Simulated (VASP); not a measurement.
# TiO2 (P4_2/mnm) in VASP: further runs

Aim: see how the results for TiO2 move with the level of theory and the settings. Levels: PBEsol+U, b88 exchange, pbe correlation, LDA. Tasks: relaxation of cell and atoms, single point.

Everything below comes from runs of VASP 6.6.1. Logs are shortened: lines on timing, memory, paths and dates and some standing lists are left out, and cuts for length are marked.

### 1 The cell of the first run

Symmetry: P4_2/mnm, No. 136, tetragonal system. Conventional cell: a = 4.600 Å, b = 4.600 Å, c = 2.959 Å, α = 90.00°, β = 90.00°, γ = 90.00°. Ti (site symmetry mmm) has 6 O at 1.95 to 1.98 Å within 2.6 Å. O (site symmetry m2m) has 3 Ti at 1.95 to 1.98 Å and 1 O at 2.55 Å within 2.6 Å.

### 2 Relaxation of cell and atoms, PBEsol+U

INCAR

```
PREC     = Accurate       # precision mode
ENCUT    = 600            # plane-wave cutoff, eV
EDIFF    = 1E-7           # SCF threshold, eV
ISMEAR   = -1             # smearing method
SIGMA    = 0.05           # smearing width, eV
LREAL    = F              # projectors in reciprocal space
LASPH    = T              # aspherical terms in the spheres
NELM     = 150            # most SCF steps
ALGO     = Normal         # electronic algorithm
ISIF     = 3              # what is computed and relaxed
LWAVE    = F              # write WAVECAR
LCHARG   = F              # write CHGCAR
LMAXMIX  = 4              # l up to which the mixer works
LDAU     = T              # DFT+U
LDAUTYPE = 2            
LDAUL    = 2 -1           # shell
LDAUU    = 2 0            # U, eV
LDAUJ    = 0 0          
LDAUPRINT= 1            
GGA      = PS             # functional
IBRION   = 2              # ionic algorithm
NSW      = 60             # ionic steps
EDIFFG   = -0.01          # ionic threshold
```

KPOINTS

```
Automatic mesh
0
Gamma
  6 6 9
```

POSCAR

```
TiO2
1.0
    4.5998373239      0.0000000000      0.0000000000
    0.0000000000      4.5998373239      0.0000000000
    0.0000000000      0.0000000000      2.9592135600
Ti O
2 4
Direct
    0.0000000000      0.0000000000      0.5000000000
    0.5000000000      0.5000000000      0.0000000000
    0.3043213200      0.3043213200      0.5000000000
    0.1956786800      0.8043213200      0.0000000000
    0.8043213200      0.1956786800      0.0000000000
    0.6956786800      0.6956786800      0.5000000000
```

Potentials or basis: VASP PAW PBE potentials, release 64 (Ti_sv, O).

The run is started by

```sh
$ cat potpaw_PBE.64/Ti_sv/POTCAR potpaw_PBE.64/O/POTCAR > POTCAR
$ mpirun -np 1 vasp_std > vasp.out
```

OUTCAR:

```text
PREC = Accurate
   ENCUT = 600
   EDIFF = 1E-7
   ISMEAR = -1
   LREAL = F
   LASPH = T
   NELM = 150
   ISIF = 3
   GGA = PS
   IBRION = 2
   NSW = 60
   EDIFFG = -0.01

 ion  position               nearest neighbor table
   1  0.000  0.000  0.500-   4 1.95   5 1.95   4 1.95   5 1.95   3 1.98   6 1.98
   2  0.500  0.500  0.000-   3 1.95   6 1.95   3 1.95   6 1.95   5 1.98   4 1.98
   3  0.304  0.304  0.500-   2 1.95   2 1.95   1 1.98
   4  0.196  0.804  0.000-   1 1.95   1 1.95   2 1.98
   5  0.804  0.196  0.000-   1 1.95   1 1.95   2 1.98
   6  0.696  0.696  0.500-   2 1.95   2 1.95   1 1.98

  LATTYP: Found a simple tetragonal cell.
 ALAT       =     4.5998373239
 C/A-ratio  =     0.6433300466

  Lattice vectors:

 A1 = (   4.5998373239,   0.0000000000,   0.0000000000)
 A2 = (   0.0000000000,   4.5998373239,   0.0000000000)
 A3 = (   0.0000000000,   0.0000000000,   2.9592135600)

Analysis of symmetry for initial positions (statically):
=====================================================================
 Subroutine PRICEL returns:
 Original cell was already a primitive cell.

 Routine SETGRP: Setting up the symmetry group for a
 simple tetragonal supercell.

 Subroutine GETGRP returns: Found 16 space group operations
 (whereof  8 operations were pure point group operations)
 out of a pool of 16 trial point group operations.

The static configuration has the point symmetry D_2h.
 The point group associated with its full space group is D_4h.

Analysis of symmetry for dynamics (positions and initial velocities):
=====================================================================
 Subroutine PRICEL returns:
 Original cell was already a primitive cell.

 Routine SETGRP: Setting up the symmetry group for a
 simple tetragonal supercell.

 Subroutine GETGRP returns: Found 16 space group operations
 (whereof  8 operations were pure point group operations)
 out of a pool of 16 trial point group operations.

The dynamic configuration has the point symmetry D_2h.
 The point group associated with its full space group is D_4h.

 Subroutine INISYM returns: Found 16 space group operations
 (whereof  8 operations are pure point group operations),
 and found     1 'primitive' translations

----------------------------------------------------------------------------------------

                                     Primitive cell

  volume of cell :      62.6125

  direct lattice vectors                    reciprocal lattice vectors
     4.599837324  0.000000000  0.000000000     0.217398993  0.000000000  0.000000000
     0.000000000  4.599837324  0.000000000     0.000000000  0.217398993  0.000000000
     0.000000000  0.000000000  2.959213560     0.000000000  0.000000000  0.337927622

  length of vectors
     4.599837324  4.599837324  2.959213560     0.217398993  0.217398993  0.337927622

  position of ions in fractional coordinates (direct lattice)
     0.000000000  0.000000000  0.500000000
     0.500000000  0.500000000  0.000000000
     0.304321320  0.304321320  0.500000000
     0.195678680  0.804321320  0.000000000
     0.804321320  0.195678680  0.000000000
     0.695678680  0.695678680  0.500000000

  ion indices of the primitive-cell ions
   primitive index   ion index
                 1           1
                 2           2
                 3           3
                 4           4
                 5           5
[... 119 lines left out ...]

 Free energy of the ion-electron system (eV)
  ---------------------------------------------------
  ext. energy  EPLUGINS =         0.00000000
  ---------------------------------------------------
  free energy    TOTEN  =       -53.37434551 eV

  energy without entropy =      -53.37434551  energy(sigma->0) =      -53.37434551

------------------------ aborting loop because EDIFF is reached ----------------------------------------

  FORCE on cell =-STRESS in cart. coord.  units (eV):
  Direction    XX          YY          ZZ          XY          YZ          ZX
  --------------------------------------------------------------------------------------
  -------------------------------------------------------------------------------------
  Total        0.4363745      0.4363745      0.7639139     -0.0000000      0.0000000      0.0000000
  in kB       11.1662842     11.1662842     19.5476129     -0.0000000      0.0000000      0.0000000
  external PRESSURE =      13.9600604 kB  Pullay stress =       0.0000000 kB
[... 101 lines left out ...]
  FREE ENERGIE OF THE ION-ELECTRON SYSTEM (eV)
  ---------------------------------------------------
  free  energy   TOTEN  =       -53.3759975956 eV

  energy  without entropy=      -53.3759975955  energy(sigma->0) =      -53.37599760

atom =   1  type =  1  l = 2

 onsite density matrix

spin component  1

  0.2019  0.0000 -0.0729  0.0000  0.0000
  0.0000  0.1922  0.0000 -0.0823  0.0000
 -0.0729  0.0000  0.1388  0.0000 -0.0000
  0.0000 -0.0823  0.0000  0.1922  0.0000
  0.0000  0.0000 -0.0000  0.0000  0.1120

spin component  2

  0.2019  0.0000 -0.0729  0.0000  0.0000
  0.0000  0.1922  0.0000 -0.0823  0.0000
 -0.0729  0.0000  0.1388  0.0000 -0.0000
  0.0000 -0.0823  0.0000  0.1922  0.0000
  0.0000  0.0000 -0.0000  0.0000  0.1120

 occupancies and eigenvectors

  o =  0.0909  v = -0.5489  0.0000 -0.8359  0.0000 -0.0000  0.0000  0.0000  0.0000  0.0000  0.0000      0.0000  0.0000  0.0000  0.0000  0.0000  0.0000  0.0000  0.0000  0.0000  0.0000
  o =  0.0909  v =  0.0000  0.0000  0.0000  0.0000  0.0000 -0.5489  0.0000 -0.8359  0.0000 -0.0000      0.0000  0.0000  0.0000  0.0000  0.0000  0.0000  0.0000  0.0000  0.0000  0.0000
  o =  0.1099  v =  0.0000 -0.7071  0.0000 -0.7071 -0.0000  0.0000  0.0000  0.0000  0.0000  0.0000      0.0000  0.0000  0.0000  0.0000  0.0000  0.0000  0.0000  0.0000  0.0000  0.0000
  o =  0.1099  v =  0.0000  0.0000  0.0000  0.0000  0.0000  0.0000 -0.7071  0.0000 -0.7071 -0.0000      0.0000  0.0000  0.0000  0.0000  0.0000  0.0000  0.0000  0.0000  0.0000  0.0000
  o =  0.1120  v = -0.0000 -0.0000 -0.0000  0.0000  1.0000  0.0000  0.0000  0.0000  0.0000  0.0000      0.0000  0.0000  0.0000  0.0000  0.0000  0.0000  0.0000  0.0000  0.0000  0.0000
  o =  0.1120  v =  0.0000  0.0000  0.0000  0.0000  0.0000 -0.0000 -0.0000 -0.0000  0.0000  1.0000      0.0000  0.0000  0.0000  0.0000  0.0000  0.0000  0.0000  0.0000  0.0000  0.0000
  o =  0.2498  v = -0.8359  0.0000  0.5489  0.0000 -0.0000  0.0000  0.0000  0.0000  0.0000  0.0000      0.0000  0.0000  0.0000  0.0000  0.0000  0.0000  0.0000  0.0000  0.0000  0.0000
  o =  0.2498  v =  0.0000  0.0000  0.0000  0.0000  0.0000 -0.8359  0.0000  0.5489  0.0000 -0.0000      0.0000  0.0000  0.0000  0.0000  0.0000  0.0000  0.0000  0.0000  0.0000  0.0000
  o =  0.2744  v =  0.0000  0.0000  0.0000  0.0000  0.0000  0.0000  0.7071  0.0000 -0.7071  0.0000      0.0000  0.0000  0.0000  0.0000  0.0000  0.0000  0.0000  0.0000  0.0000  0.0000
  o =  0.2744  v =  0.0000  0.7071  0.0000 -0.7071  0.0000  0.0000  0.0000  0.0000  0.0000  0.0000      0.0000  0.0000  0.0000  0.0000  0.0000  0.0000  0.0000  0.0000  0.0000  0.0000

atom =   2  type =  1  l = 2

 onsite density matrix

spin component  1

  0.2019  0.0000  0.0729  0.0000 -0.0000
  0.0000  0.1922  0.0000  0.0823  0.0000
  0.0729  0.0000  0.1388  0.0000  0.0000
  0.0000  0.0823  0.0000  0.1922  0.0000
 -0.0000  0.0000  0.0000  0.0000  0.1120

spin component  2

  0.2019  0.0000  0.0729  0.0000 -0.0000
  0.0000  0.1922  0.0000  0.0823  0.0000
  0.0729  0.0000  0.1388  0.0000  0.0000
  0.0000  0.0823  0.0000  0.1922  0.0000
 -0.0000  0.0000  0.0000  0.0000  0.1120

 occupancies and eigenvectors

  o =  0.0909  v = -0.5489 -0.0000  0.8359  0.0000 -0.0000  0.0000  0.0000  0.0000  0.0000  0.0000      0.0000  0.0000  0.0000  0.0000  0.0000  0.0000  0.0000  0.0000  0.0000  0.0000
  o =  0.0909  v =  0.0000  0.0000  0.0000  0.0000  0.0000 -0.5489 -0.0000  0.8359  0.0000 -0.0000      0.0000  0.0000  0.0000  0.0000  0.0000  0.0000  0.0000  0.0000  0.0000  0.0000
  o =  0.1099  v =  0.0000  0.7071  0.0000 -0.7071 -0.0000  0.0000  0.0000  0.0000  0.0000  0.0000      0.0000  0.0000  0.0000  0.0000  0.0000  0.0000  0.0000  0.0000  0.0000  0.0000
  o =  0.1099  v =  0.0000  0.0000  0.0000  0.0000  0.0000  0.0000  0.7071  0.0000 -0.7071 -0.0000      0.0000  0.0000  0.0000  0.0000  0.0000  0.0000  0.0000  0.0000  0.0000  0.0000
  o =  0.1120  v = -0.0000  0.0000  0.0000  0.0000  1.0000  0.0000  0.0000  0.0000  0.0000  0.0000      0.0000  0.0000  0.0000  0.0000  0.0000  0.0000  0.0000  0.0000  0.0000  0.0000
  o =  0.1120  v =  0.0000  0.0000  0.0000  0.0000  0.0000 -0.0000  0.0000  0.0000  0.0000  1.0000      0.0000  0.0000  0.0000  0.0000  0.0000  0.0000  0.0000  0.0000  0.0000  0.0000
  o =  0.2498  v = -0.8359 -0.0000 -0.5489  0.0000 -0.0000  0.0000  0.0000  0.0000  0.0000  0.0000      0.0000  0.0000  0.0000  0.0000  0.0000  0.0000  0.0000  0.0000  0.0000  0.0000
  o =  0.2498  v =  0.0000  0.0000  0.0000  0.0000  0.0000 -0.8359 -0.0000 -0.5489  0.0000 -0.0000      0.0000  0.0000  0.0000  0.0000  0.0000  0.0000  0.0000  0.0000  0.0000  0.0000
  o =  0.2744  v =  0.0000  0.0000  0.0000  0.0000  0.0000  0.0000 -0.7071  0.0000 -0.7071  0.0000      0.0000  0.0000  0.0000  0.0000  0.0000  0.0000  0.0000  0.0000  0.0000  0.0000
  o =  0.2744  v =  0.0000 -0.7071  0.0000 -0.7071  0.0000  0.0000  0.0000  0.0000  0.0000  0.0000      0.0000  0.0000  0.0000  0.0000  0.0000  0.0000  0.0000  0.0000  0.0000  0.0000

--------------------------------------- Ionic step        4  -------------------------------------------

 number of electron      47.9999987 magnetization

 Free energy of the ion-electron system (eV)
  ---------------------------------------------------
  ext. energy  EPLUGINS =         0.00000000
  ---------------------------------------------------
  free energy    TOTEN  =       -53.37606435 eV

  energy without entropy =      -53.37606435  energy(sigma->0) =      -53.37606435

 E-fermi :   5.8153     XC(G=0): -11.6631

 val. band max:        4.8095540386   @ k =   0.0000   0.0000   0.0000
 cond. band min:       6.8460015626   @ k =   0.0000   0.0000   0.0000
 fundamental gap:      2.0364475241
 Fermi energy:         5.8152691627

 k-point     1 :       0.0000    0.0000    0.0000
  band No.  band energies     occupation
      1     -52.4184      2.00000
      2     -52.4020      2.00000
      3     -28.8038      2.00000
      4     -28.8038      2.00000
      5     -28.6491      2.00000
      6     -28.6491      2.00000
[... 733 lines left out ...]
     27       8.1144      0.00000
     28       8.1144      0.00000

 [... further k-points ...]

------------------------ aborting loop because EDIFF is reached ----------------------------------------

  FORCE on cell =-STRESS in cart. coord.  units (eV):
  Direction    XX          YY          ZZ          XY          YZ          ZX
  --------------------------------------------------------------------------------------
  -------------------------------------------------------------------------------------
  Total       -0.0081631     -0.0081631      0.0113418      0.0000000      0.0000000      0.0000000
  in kB       -0.2077036     -0.2077036      0.2885817      0.0000000      0.0000000      0.0000000
  external PRESSURE =      -0.0422752 kB  Pullay stress =       0.0000000 kB
[... 21 lines left out ...]
  FREE ENERGIE OF THE ION-ELECTRON SYSTEM (eV)
  ---------------------------------------------------
  free  energy   TOTEN  =       -53.3760643475 eV

  energy  without entropy=      -53.3760643474  energy(sigma->0) =      -53.37606435

 reached required accuracy - stopping structural energy minimisation
```

Run time: 2.5 min. Hardware: 1 thread of Intel Xeon 6975P-C (Granite Rapids), shared host; peak memory 0.24 GiB.

What came out:

```yaml
Free_energy: -53.3761 eV
Relaxed_volume: 10.49 Å³/atom
Relaxed_cell: a = 4.606 Å, b = 4.606 Å, c = 2.968 Å, α = 90.00°, β = 90.00°, γ = 90.00°
Space_group_after_relaxing_to_0.1_Å: P4_2/mnm (No. 136)
Energy_gained_by_relaxing: 0.3 meV/atom
Ionic_steps: 4
Pressure_after_relaxing: 0.0 GPa
Largest_force_after_relaxing: 0.004 eV/Å
Band_gap_on_the_k_mesh: 2.04 eV
```

Forces in eV/Å, atoms in the order of the input:
```
Ti   0.000  0.000  0.000
Ti   0.000  0.000  0.000
O    0.003  0.003  0.000
O   -0.003  0.003  0.000
O    0.003 -0.003  0.000
O   -0.003 -0.003  0.000
```

Step by step:
```
step  energy change (eV)  largest force (eV/Å)  pressure (GPa)  volume (Å³)
   1              0.0000                0.0094            1.40        62.61
   2              0.0013                0.0643           -1.86        63.44
   3             -0.0017                0.0229           -0.02        62.96
   4             -0.0017                0.0036            0.00        62.97
```

Final structure:
```xyz
6
Lattice="4.6060 0.0000 0.0000 0.0000 4.6060 0.0000 0.0000 0.0000 2.9681" Properties=species:S:1:pos:R:3 pbc="T T T"
Ti    4.6060    0.0000    1.4840
Ti    2.3030    2.3030    2.9681
O     1.4023    1.4023    1.4840
O     0.9007    3.7053    2.9681
O     3.7053    0.9007    2.9681
O     3.2038    3.2038    1.4840
```

Eigenvalues of the final occupation matrices:
```tsv
site	spin	trace	eigenvalues
site 1 d	1	0.84	0.09 0.11 0.11 0.25 0.27
site 1 d	2	0.84	0.09 0.11 0.11 0.25 0.27
site 2 d	1	0.84	0.09 0.11 0.11 0.25 0.27
site 2 d	2	0.84	0.09 0.11 0.11 0.25 0.27
```

Caveat: the PAW data sets were made with another functional, which shifts forces and pressure a little; an odd mesh through Γ misses points on the zone boundary, where band edges can lie.

### 3 Single point, b88 exchange, pbe correlation

INCAR

```
SYSTEM = TiO2
  PREC = Accurate
  ENCUT = 600
  EDIFF = 1E-6
  ISMEAR = -1
  SIGMA = 0.05
  LREAL = .FALSE.
  LASPH = .TRUE.
  NELM = 120
  ALGO = Normal
  ISIF = 2
  LWAVE = .FALSE.
  LCHARG = .FALSE.
  GGA = LIBXC
  LIBXC1 = GGA_X_B88
  LIBXC2 = GGA_C_PBE
  NBANDS = 33
  GGA_COMPAT = .FALSE.
```

KPOINTS

```
regular mesh
0
G
  6 6 9
  0 0 0
```

POSCAR is that of step 2.

Potentials or basis: VASP PAW PBE potentials, release 64 (Ti_sv, O).

The run is started by

```sh
$ cat potpaw_PBE.64/Ti_sv/POTCAR potpaw_PBE.64/O/POTCAR > POTCAR
$ mpirun -np 1 vasp_std > vasp.out
```

Run time: 2 min. Hardware: 1 thread of Intel Xeon Platinum 8259CL at 2.50GHz (Skylake/Cascade Lake), shared host; peak memory 0.25 GiB.

It converged, with:

```yaml
Free_energy: -52.8713 eV
Pressure: 4.2 GPa
Largest_force: 0.011 eV/Å
Band_gap_on_the_k_mesh: 1.84 eV
```

Forces in eV/Å, atoms in the order of the input:
```
Ti   0.000  0.000  0.000
Ti   0.000  0.000  0.000
O   -0.008 -0.008  0.000
O    0.008 -0.008  0.000
O   -0.008  0.008  0.000
O    0.008  0.008  0.000
```

Stress tensor (GPa, compression positive):
```
4.43 0.00 0.00
0.00 4.43 0.00
0.00 0.00 3.78
```

Levels at points of the mesh, in eV from the valence-band top:
```
           k point  band 22  band 23  band 24  band 25  band 26  band 27
(0.00, 0.00, 0.00)    -0.46    -0.46     0.00     1.84     2.13     2.37
(0.50, 0.00, 0.00)    -1.65    -0.74    -0.74     2.51     2.51     2.99
(0.50, 0.50, 0.00)    -1.31    -1.08    -1.08     1.88     1.88     2.49
```

Caveat: the cell stands under pressure; the PAW data sets were made with another functional, which shifts forces and pressure a little; an odd mesh through Γ misses points on the zone boundary, where band edges can lie.

### 4 Single point, LDA

This run uses another cell than the first one, of 9.81 Å³/atom.

INCAR

```
SYSTEM = TiO2
  ALGO = Normal
  EDIFF = 1E-6
  ENCUT = 520
  GGA = CA
  ISIF = 2
  ISMEAR = -1
  LASPH = .True.
  LCHARG = .False.
  LREAL = .False.
  LWAVE = .False.
  NBANDS = 33
  NELM = 80
  PREC = Accurate
  SIGMA = 0.05
```

KPOINTS

```
k-points
0
Gamma
  6 6 9
  0 0 0
```

Edit POSCAR of step 3 so:

```diff
@@ -2,5 +2,5 @@
 1.0
-    4.5998373239      0.0000000000      0.0000000000
-    0.0000000000      4.5998373239      0.0000000000
-    0.0000000000      0.0000000000      2.9592135600
+    4.5059367448      0.0000000000      0.0000000000
+    0.0000000000      4.5059367448      0.0000000000
+    0.0000000000      0.0000000000      2.8988044961
 Ti O
```

Potentials or basis: VASP PAW LDA potentials, release 64 (Ti_sv, O).

The run is started by

```sh
$ cat potpaw_LDA.64/Ti_sv/POTCAR potpaw_LDA.64/O/POTCAR > POTCAR
$ mpirun -np 1 vasp_std > vasp.out
```

Run time: 40 s. Hardware: 1 thread of Intel Xeon 6975P-C (Granite Rapids), shared host; peak memory 0.2 GiB.

Results (log left out):

```yaml
Free_energy: -58.7307 eV
Pressure: 8.3 GPa
Largest_force: 0.215 eV/Å
Band_gap_on_the_k_mesh: 1.90 eV
```

Forces in eV/Å, atoms in the order of the input:
```
Ti   0.000  0.000  0.000
Ti   0.000  0.000  0.000
O   -0.152 -0.152  0.000
O    0.152 -0.152  0.000
O   -0.152  0.152  0.000
O    0.152  0.152  0.000
```

Stress tensor (GPa, compression positive):
```
7.78 0.00 0.00
0.00 7.78 0.00
0.00 0.00 9.23
```

Levels at points of the mesh, in eV from the valence-band top:
| k point | band 20 | band 21 | band 22 | band 23 | band 24 | band 25 | band 26 | band 27 | band 28 | band 29 |
| --- | --- | --- | --- | --- | --- | --- | --- | --- | --- | --- |
| (0.00, 0.00, 0.00) | -2.05 | -0.69 | -0.47 | -0.47 | 0.00 | 1.90 | 2.22 | 2.50 | 2.61 | 2.61 |
| (0.50, 0.00, 0.00) | -3.20 | -1.72 | -1.72 | -0.81 | -0.81 | 2.66 | 2.66 | 3.22 | 3.22 | 3.80 |
| (0.50, 0.50, 0.00) | -2.43 | -1.33 | -1.33 | -1.09 | -1.09 | 1.95 | 1.95 | 2.64 | 2.64 | 4.11 |

Caveat: the cell stands under pressure; an odd mesh through Γ misses points on the zone boundary, where band edges can lie.

### 5 Summary

```csv
task,level,potentials or basis,U,cell,cutoff (eV),gap on the mesh (eV),pressure (GPa),largest force (eV/Å)
relaxation of cell and atoms,PBEsol+U,"VASP PAW PBE potentials, release 64 (Ti_sv, O)",Ti d U = 2.0 eV,"relaxed from a = 4.600, b = 4.600, c = 2.959 Å, 6 atoms",600,2.04,0.0,-
single point,"b88 exchange, pbe correlation","VASP PAW PBE potentials, release 64 (Ti_sv, O)",-,"a = 4.600, b = 4.600, c = 2.959 Å, 6 atoms",600,1.84,4.2,0.01
single point,LDA,"VASP PAW LDA potentials, release 64 (Ti_sv, O)",-,"a = 4.506, b = 4.506, c = 2.899 Å, 6 atoms",520,1.90,8.3,0.22
```

Alike in all rows: no spin polarisation; k mesh 6 × 6 × 9; smearing fermi-dirac 0.05 eV.

Caveats: an odd mesh through Γ misses points on the zone boundary, where band edges can lie; the PAW data sets were made with another functional, which shifts forces and pressure a little (at least some runs); the cell stands under pressure (at least some runs).

Absolute energies hang on the potentials; compare differences alone.
